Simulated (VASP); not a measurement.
# Al6H in VASP: a series of runs, part 2 of 2

VASP 6.6.1. The steps go on from the part before.

## 4. Single point, PBE

Input file INCAR:

```
SYSTEM = Al6H
PREC     = Accurate       ! precision mode
ENCUT    = 520            ! plane-wave cutoff, eV
EDIFF    = 1E-7           ! SCF threshold, eV
ISMEAR   = 0              ! smearing method
SIGMA    = 0.1            ! smearing width, eV
LREAL    = .False.        ! projectors in reciprocal space
LASPH    = .True.         ! aspherical terms in the spheres
NELM     = 80             ! most SCF steps
ALGO     = Normal         ! electronic algorithm
ISIF     = 2              ! what is computed and relaxed
LWAVE    = .False.        ! write WAVECAR
LCHARG   = .False.        ! write CHGCAR
LDIPOL   = .True.       
IDIPOL   = 3            
DIPOL    = 0.5 0.5 0.299
GGA      = PE             ! functional
NBANDS   = 32             ! bands
```

Input file KPOINTS:

```
regular mesh
0
Gamma
  5 5 1
  0 0 0
```

Input file POSCAR:

```
Al6H
1.0
    5.7135165837      0.0000000000      0.0000000000
    0.0000000000      5.7135165837      0.0000000000
    0.0000000000      0.0000000000     22.1746954375
Al H
12 2
Direct
    0.2500000000      0.2500000000      0.1803857921
    0.2500000000      0.7500000000      0.1803857921
    0.7500000000      0.2500000000      0.1803857921
    0.7500000000      0.7500000000      0.1803857921
    0.0000000000      0.0000000000      0.2744050924
    0.0000000000      0.5000000000      0.2744050924
    0.5000000000      0.0000000000      0.2744050924
    0.5000000000      0.5000000000      0.2744050924
    0.2500000000      0.2500000000      0.3686497278
    0.2500000000      0.7500000000      0.3686497278
    0.7500000000      0.2500000000      0.3686497278
    0.7500000000      0.7500000000      0.3686497278
    0.0000000000     -0.0804233248      0.4466665829
    0.0000000000      0.0804233248      0.4466665829
```

Potentials or basis: VASP PAW PBE potentials, release 64 (Al, H).

The run is started by

```sh
$ cat potpaw_PBE.64/Al/POTCAR potpaw_PBE.64/H/POTCAR > POTCAR
$ mpirun -np 1 vasp_std > vasp.out
```

OUTCAR:

```text
SYSTEM = Al6H
   PREC = Accurate
   ENCUT = 520
   EDIFF = 1E-7
   ISMEAR = 0
   LREAL = .False.
   LASPH = .True.
   NELM = 80
   ISIF = 2
   GGA = PE

 ion  position               nearest neighbor table
   1  0.250  0.250  0.180-   2 2.86   3 2.86   2 2.86   3 2.86   7 2.90   8 2.90   5 2.90   6 2.90

   2  0.250  0.750  0.180-   1 2.86   4 2.86   1 2.86   4 2.86   7 2.90   8 2.90   5 2.90   6 2.90

   3  0.750  0.250  0.180-   1 2.86   4 2.86   4 2.86   1 2.86   7 2.90   8 2.90   5 2.90   6 2.90
[... 548 lines left out ...]
      direct lattice vectors                 reciprocal lattice vectors
     5.713516584  0.000000000  0.000000000     0.175023558  0.000000000  0.000000000
     0.000000000  5.713516584  0.000000000     0.000000000  0.175023558  0.000000000
     0.000000000  0.000000000 22.174695437     0.000000000  0.000000000  0.045096448

 POSITION                                       TOTAL-FORCE (eV/Angst)
 -----------------------------------------------------------------------------------
      1.42838      1.42838      4.00000        -0.003104     -0.002028      0.048934
      1.42838      4.28514      4.00000        -0.003104      0.002028      0.048934
      4.28514      1.42838      4.00000         0.003104     -0.002028      0.048934
      4.28514      4.28514      4.00000         0.003104      0.002028      0.048934
      0.00000      0.00000      6.08485        -0.000000      0.000000      0.104296
      0.00000      2.85676      6.08485        -0.000000      0.000000     -0.041140
      2.85676      0.00000      6.08485        -0.000000      0.000000     -0.076784
      2.85676      2.85676      6.08485        -0.000000      0.000000      0.061493
      1.42838      1.42838      8.17470         0.209027      0.240780     -0.153283
      1.42838      4.28514      8.17470         0.209027     -0.240780     -0.153283
      4.28514      1.42838      8.17470        -0.209027      0.240780     -0.153283
      4.28514      4.28514      8.17470        -0.209027     -0.240780     -0.153283
      0.00000      5.25402      9.90470        -0.000000      2.075950      0.184767
      0.00000      0.45950      9.90470        -0.000000     -2.075950      0.184767
 -----------------------------------------------------------------------------------
    total drift:                               -0.000000      0.000000     -0.000153

  FREE ENERGIE OF THE ION-ELECTRON SYSTEM (eV)
  ---------------------------------------------------
  free  energy   TOTEN  =       -47.2608674372 eV

  energy  without entropy=      -47.2344324649  energy(sigma->0) =      -47.24764995

 vacuum level on the upper side and lower side of the slab         3.416         3.506
```

OSZICAR:

```text
N       E                     dE             d eps       ncg     rms          rms(c)
DAV:   1     0.130573270826E+03    0.13057E+03   -0.10899E+04   576   0.817E+02
DAV:   2    -0.387420948712E+02   -0.16932E+03   -0.16341E+03   832   0.140E+02
DAV:   3    -0.486586177295E+02   -0.99165E+01   -0.96785E+01   728   0.347E+01
[... 19 lines left out ...]
DAV:  23    -0.472608647767E+02   -0.59317E-05   -0.31411E-07   576   0.130E-03    0.322E-04
DAV:  24    -0.472608670384E+02   -0.22618E-05   -0.12116E-07   512   0.821E-04    0.229E-04
DAV:  25    -0.472608672085E+02   -0.17007E-06   -0.72556E-09   488   0.398E-04    0.851E-05
DAV:  26    -0.472608673890E+02   -0.18054E-06   -0.11425E-08   464   0.325E-04    0.558E-05
DAV:  27    -0.472608674372E+02   -0.48179E-07   -0.21614E-09   472   0.203E-04
   1 F= -.47260867E+02 E0= -.47247650E+02  d E =-.264350E-01
```

Run time: 15 min. Hardware: 1 thread of Intel Xeon 8259CL, shared host; peak memory 0.68 GiB.

What came out:

```
Free energy            : -47.2609 eV
Largest force          : 2.084 eV/Å
Band gap on the k mesh : zero (bands 19 and 20 overlap by 0.70 eV)
```

Forces in eV/Å, atoms in the order of the input:
```
Al  -0.003 -0.002  0.049
Al  -0.003  0.002  0.049
Al   0.003 -0.002  0.049
Al   0.003  0.002  0.049
Al   0.000  0.000  0.104
Al   0.000  0.000 -0.041
Al   0.000  0.000 -0.077
Al   0.000  0.000  0.061
Al   0.209  0.241 -0.153
Al   0.209 -0.241 -0.153
Al  -0.209  0.241 -0.153
Al  -0.209 -0.241 -0.153
H    0.000  2.076  0.185
H    0.000 -2.076  0.185
```

Levels at points of the mesh, in eV from the Fermi level:
```tsv
k point	band 15	band 16	band 17	band 18	band 19	band 20	band 21	band 22	band 23	band 24
(0.00, 0.00, 0.00)	-1.48	-1.15	-0.96	-0.79	-0.43	-0.13	-0.11	-0.07	0.22	1.38
```

## 5. Single point, PBE

Input file INCAR:

```
ALGO = Normal
DIPOL = 0.5 0.5 0.305
EDIFF = 1E-6
ENCUT = 520
GGA = PE
IDIPOL = 3
ISIF = 2
ISMEAR = 0
LASPH = T
LCHARG = F
LDIPOL = T
LREAL = F
LWAVE = F
NBANDS = 32
NELM = 80
PREC = Accurate
SIGMA = 0.1
```

Input file KPOINTS:

```
k-points
0
Gamma
  5 5 1
```

Edit POSCAR of step 4 so:

```diff
@@ -20,3 +20,3 @@
     0.7500000000      0.7500000000      0.3686497278
-    0.0000000000     -0.0804233248      0.4466665829
-    0.0000000000      0.0804233248      0.4466665829
+    0.0000000000     -0.0804233248      0.4859004927
+    0.0000000000      0.0804233248      0.4859004927
```

Potentials or basis: VASP PAW PBE potentials, release 64 (Al, H).

The run is started by

```sh
$ cat potpaw_PBE.64/Al/POTCAR potpaw_PBE.64/H/POTCAR > POTCAR
$ mpirun -np 1 vasp_std > vasp.out
```

OUTCAR:

```text
EDIFF = 1E-6
   ENCUT = 520
   GGA = PE
   ISIF = 2
   ISMEAR = 0
   LASPH = T
   LREAL = F
   NELM = 80
   PREC = Accurate

 ion  position               nearest neighbor table
   1  0.250  0.250  0.180-   2 2.86   3 2.86   2 2.86   3 2.86   7 2.90   8 2.90   5 2.90   6 2.90

   2  0.250  0.750  0.180-   1 2.86   4 2.86   1 2.86   4 2.86   7 2.90   8 2.90   5 2.90   6 2.90

   3  0.750  0.250  0.180-   1 2.86   4 2.86   4 2.86   1 2.86   7 2.90   8 2.90   5 2.90   6 2.90
[... 15 lines left out ...]
  11  0.750  0.250  0.369-   9 2.86  12 2.86  12 2.86   9 2.86   5 2.91   6 2.91   7 2.91   8 2.91

  12  0.750  0.750  0.369-  10 2.86  11 2.86  11 2.86  10 2.86   5 2.91   6 2.91   7 2.91   8 2.91

  13  0.000  0.920  0.486-
  14  0.000  0.080  0.486-

  LATTYP: Found a simple tetragonal cell.
 ALAT       =     5.7135165837
 C/A-ratio  =     3.8810940885

  Lattice vectors:

 A1 = (   5.7135165837,   0.0000000000,   0.0000000000)
 A2 = (   0.0000000000,   5.7135165837,   0.0000000000)
 A3 = (   0.0000000000,   0.0000000000,  22.1746954375)

Analysis of symmetry for initial positions (statically):
=====================================================================
 Subroutine PRICEL returns:
 Original cell was already a primitive cell.

 Routine SETGRP: Setting up the symmetry group for a
 simple tetragonal supercell.

 Subroutine GETGRP returns: Found  4 space group operations
 (whereof  4 operations were pure point group operations)
 out of a pool of 16 trial point group operations.

The static configuration has the point symmetry C_2v.

Analysis of symmetry for dynamics (positions and initial velocities):
=====================================================================
 Subroutine PRICEL returns:
[... 154 lines left out ...]

 dipolmoment           0.000000      0.000000      0.000005 electrons x Angstroem

 number of electron      37.9999998 magnetization

 dipolmoment           0.000000      0.000000     -0.009777 electrons x Angstroem

 Free energy of the ion-electron system (eV)
  ---------------------------------------------------
  ext. energy  EPLUGINS =         0.00000000
  ---------------------------------------------------
  free energy    TOTEN  =       -47.59740023 eV

  energy without entropy =      -47.57886590  energy(sigma->0) =      -47.58813306

 E-fermi :  -0.9756     XC(G=0):  -3.8877

 val. band max:       -1.0575188584   @ k =   0.4000   0.2000   0.0000
 cond. band min:      -0.9572593058   @ k =   0.0000   0.0000   0.0000
 fundamental gap:      0.1002595525
 Fermi energy:        -0.9756146745

 k-point     1 :       0.0000    0.0000    0.0000
  band No.  band energies     occupation
      1     -11.0321      2.00000
      2      -8.9482      2.00000
      3      -6.7239      2.00000
      4      -6.6384      2.00000
      5      -6.6376      2.00000
      6      -6.5218      2.00000
[... 295 lines left out ...]
     30       2.0869      0.00000
     31       2.3587      0.00000
 [bands above 31 left out]

------------------------ aborting loop because EDIFF is reached ----------------------------------------

 vacuum level on the upper side and lower side of the slab       (xc-potential included)        -0.038         0.017

  FORCE on cell =-STRESS in cart. coord.  units (eV):
  Direction    XX          YY          ZZ          XY          YZ          ZX
  --------------------------------------------------------------------------------------
  -------------------------------------------------------------------------------------
  Total       -7.4359408    -10.4975582      0.2793715      0.0000000      0.0000000      0.0000000
  in kB      -16.4581820    -23.2345479      0.6183410      0.0000000      0.0000000      0.0000000
  external PRESSURE =     -13.0247963 kB  Pullay stress =       0.0000000 kB

 VOLUME and BASIS-vectors are now :
 -----------------------------------------------------------------------------
  energy-cutoff  :      520.00
  volume of cell :      723.88
      direct lattice vectors                 reciprocal lattice vectors
     5.713516584  0.000000000  0.000000000     0.175023558  0.000000000  0.000000000
     0.000000000  5.713516584  0.000000000     0.000000000  0.175023558  0.000000000
     0.000000000  0.000000000 22.174695437     0.000000000  0.000000000  0.045096448

 POSITION                                       TOTAL-FORCE (eV/Angst)
 -----------------------------------------------------------------------------------
      1.42838      1.42838      4.00000         0.001381      0.008077      0.017847
      1.42838      4.28514      4.00000         0.001381     -0.008077      0.017847
      4.28514      1.42838      4.00000        -0.001381      0.008077      0.017847
      4.28514      4.28514      4.00000        -0.001381     -0.008077      0.017847
      0.00000      0.00000      6.08485         0.000000     -0.000000      0.002010
      0.00000      2.85676      6.08485         0.000000     -0.000000     -0.003859
      2.85676      0.00000      6.08485         0.000000     -0.000000     -0.007611
      2.85676      2.85676      6.08485         0.000000     -0.000000      0.028927
      1.42838      1.42838      8.17470         0.037866      0.045825     -0.085263
      1.42838      4.28514      8.17470         0.037866     -0.045825     -0.085263
      4.28514      1.42838      8.17470        -0.037866      0.045825     -0.085263
      4.28514      4.28514      8.17470        -0.037866     -0.045825     -0.085263
      0.00000      5.25402     10.77470         0.000000      3.368807      0.125099
      0.00000      0.45950     10.77470         0.000000     -3.368807      0.125099
 -----------------------------------------------------------------------------------
    total drift:                               -0.000000      0.000000      0.000100

  FREE ENERGIE OF THE ION-ELECTRON SYSTEM (eV)
  ---------------------------------------------------
  free  energy   TOTEN  =       -47.5974002281 eV

  energy  without entropy=      -47.5788658987  energy(sigma->0) =      -47.58813306

 vacuum level on the upper side and lower side of the slab         3.477         3.532
```

Wall time 12 min (1 thread of Intel Xeon 8259CL, shared host); peak memory 0.7 GiB.

What came out:

```yaml
Free_energy: -47.5974 eV
Largest_force: 3.371 eV/Å
Band_gap_on_the_k_mesh: zero (bands 19 and 20 overlap by 0.57 eV)
```

Forces in eV/Å, atoms in the order of the input:
```
Al   0.001  0.008  0.018
Al   0.001 -0.008  0.018
Al  -0.001  0.008  0.018
Al  -0.001 -0.008  0.018
Al   0.000  0.000  0.002
Al   0.000  0.000 -0.004
Al   0.000  0.000 -0.008
Al   0.000  0.000  0.029
Al   0.038  0.046 -0.085
Al   0.038 -0.046 -0.085
Al  -0.038  0.046 -0.085
Al  -0.038 -0.046 -0.085
H    0.000  3.369  0.125
H    0.000 -3.369  0.125
```

## 6. Single point, PBE

Input file INCAR:

```
  PREC = Accurate
  ENCUT = 520
  EDIFF = 1E-6
  ISMEAR = 0
  SIGMA = 0.1
  LREAL = False
  LASPH = True
  NELM = 60
  ALGO = Normal
  ISIF = 2
  LWAVE = False
  LCHARG = True
  LDIPOL = True
  IDIPOL = 3
  DIPOL = 0.5 0.5 0.311
  GGA = PE
  LELF = True
  LVHAR = True
  LVACPOTAV = True
  NBANDS = 32
```

Input file KPOINTS:

```
Automatic mesh
0
Gamma
  5 5 1
```

Edit POSCAR of step 5 so:

```diff
@@ -20,3 +20,3 @@
     0.7500000000      0.7500000000      0.3686497278
-    0.0000000000     -0.0804233248      0.4859004927
-    0.0000000000      0.0804233248      0.4859004927
+    0.0000000000     -0.0804233248      0.5309969407
+    0.0000000000      0.0804233248      0.5309969407
```

Potentials or basis: VASP PAW PBE potentials, release 64 (Al, H).

The run is started by

```sh
$ cat potpaw_PBE.64/Al/POTCAR potpaw_PBE.64/H/POTCAR > POTCAR
$ mpirun -np 1 vasp_std > vasp.out
```

OUTCAR:

```text
PREC = Accurate
   ENCUT = 520
   EDIFF = 1E-6
   ISMEAR = 0
   LREAL = False
   LASPH = True
   NELM = 60
   ISIF = 2
   GGA = PE

 ion  position               nearest neighbor table
   1  0.250  0.250  0.180-   2 2.86   3 2.86   2 2.86   3 2.86   7 2.90   8 2.90   5 2.90   6 2.90

   2  0.250  0.750  0.180-   1 2.86   4 2.86   1 2.86   4 2.86   7 2.90   8 2.90   5 2.90   6 2.90

   3  0.750  0.250  0.180-   1 2.86   4 2.86   4 2.86   1 2.86   7 2.90   8 2.90   5 2.90   6 2.90
[... 15 lines left out ...]
  11  0.750  0.250  0.369-   9 2.86  12 2.86  12 2.86   9 2.86   5 2.91   6 2.91   7 2.91   8 2.91

  12  0.750  0.750  0.369-  10 2.86  11 2.86  11 2.86  10 2.86   5 2.91   6 2.91   7 2.91   8 2.91

[... 531 lines left out ...]
     0.000000000  5.713516584  0.000000000     0.000000000  0.175023558  0.000000000
     0.000000000  0.000000000 22.174695437     0.000000000  0.000000000  0.045096448

 POSITION                                       TOTAL-FORCE (eV/Angst)
 -----------------------------------------------------------------------------------
      1.42838      1.42838      4.00000         0.000230      0.001363      0.018986
      1.42838      4.28514      4.00000         0.000230     -0.001363      0.018986
      4.28514      1.42838      4.00000        -0.000230      0.001363      0.018986
      4.28514      4.28514      4.00000        -0.000230     -0.001363      0.018986
      0.00000      0.00000      6.08485         0.000000      0.000000      0.007998
      0.00000      2.85676      6.08485         0.000000      0.000000      0.010001
      2.85676      0.00000      6.08485         0.000000      0.000000      0.009332
      2.85676      2.85676      6.08485         0.000000      0.000000      0.013108
      1.42838      1.42838      8.17470         0.001781      0.003175     -0.034018
      1.42838      4.28514      8.17470         0.001781     -0.003175     -0.034018
      4.28514      1.42838      8.17470        -0.001781      0.003175     -0.034018
      4.28514      4.28514      8.17470        -0.001781     -0.003175     -0.034018
      0.00000      5.25402     11.77470         0.000000      3.518924      0.009845
      0.00000      0.45950     11.77470         0.000000     -3.518924      0.009845
 -----------------------------------------------------------------------------------
    total drift:                               -0.000000     -0.000000      0.000078

  FREE ENERGIE OF THE ION-ELECTRON SYSTEM (eV)
  ---------------------------------------------------
  free  energy   TOTEN  =       -47.7017739706 eV

  energy  without entropy=      -47.6832523794  energy(sigma->0) =      -47.69251317

 vacuum level on the upper side and lower side of the slab         3.516         3.521
```

stdout:

```text
POSCAR found type information on POSCAR AlH
 POSCAR found :  2 types and      14 ions
 scaLAPACK will be used
 LDA part: xc-table for (Slater+PW92), standard interpolation
 POSCAR, INCAR and KPOINTS ok, starting setup
 FFT: planning ... GRIDC
 FFT: planning ... GRID_SOFT
 FFT: planning ... GRID
 WAVECAR not read
 entering main loop
```

Wall time 11 min (1 thread of Intel Xeon 8259CL, shared host); peak memory 0.7 GiB.

What came out:

```yaml
Free_energy: -47.7018 eV
Largest_force: 3.519 eV/Å
Band_gap_on_the_k_mesh: zero (bands 19 and 20 overlap by 0.52 eV)
Work_function_of_the_upper_face: 4.51 eV
Work_function_of_the_lower_face: 4.51 eV
```

Forces on the atoms (eV/Å):
```
Al   0.000  0.001  0.019
Al   0.000 -0.001  0.019
Al   0.000  0.001  0.019
Al   0.000 -0.001  0.019
Al   0.000  0.000  0.008
Al   0.000  0.000  0.010
Al   0.000  0.000  0.009
Al   0.000  0.000  0.013
Al   0.002  0.003 -0.034
Al   0.002 -0.003 -0.034
Al  -0.002  0.003 -0.034
Al  -0.002 -0.003 -0.034
H    0.000  3.519  0.010
H    0.000 -3.519  0.010
```

Levels at points of the mesh, in eV from the Fermi level:
```tsv
k point	band 15	band 16	band 17	band 18	band 19	band 20	band 21	band 22	band 23	band 24
(0.00, 0.00, 0.00)	-1.73	-0.76	-0.75	-0.67	-0.32	0.03	0.03	0.06	0.06	1.53
```

## 7. The runs side by side

| cell | gap on the mesh (eV) | largest force (eV/Å) | work function (eV) |
| --- | --- | --- | --- |
| as given, atomic positions A | none | 1.31 | 4.63 |
| as given, atomic positions B | none | 1.48 | - |
| as given, atomic positions C | none | 2.08 | - |
| as given, atomic positions D | none | 3.37 | - |
| as given, atomic positions E | none | 3.52 | 4.51 |

Alike in all rows: task single point; level PBE; potentials or basis VASP PAW PBE potentials, release 64 (Al, H); no spin polarisation; k mesh 5 × 5 × 1; cutoff (eV) 520; smearing gaussian 0.1 eV.

Total energies depend on the potentials used, so only differences within one code and one set of settings carry meaning.
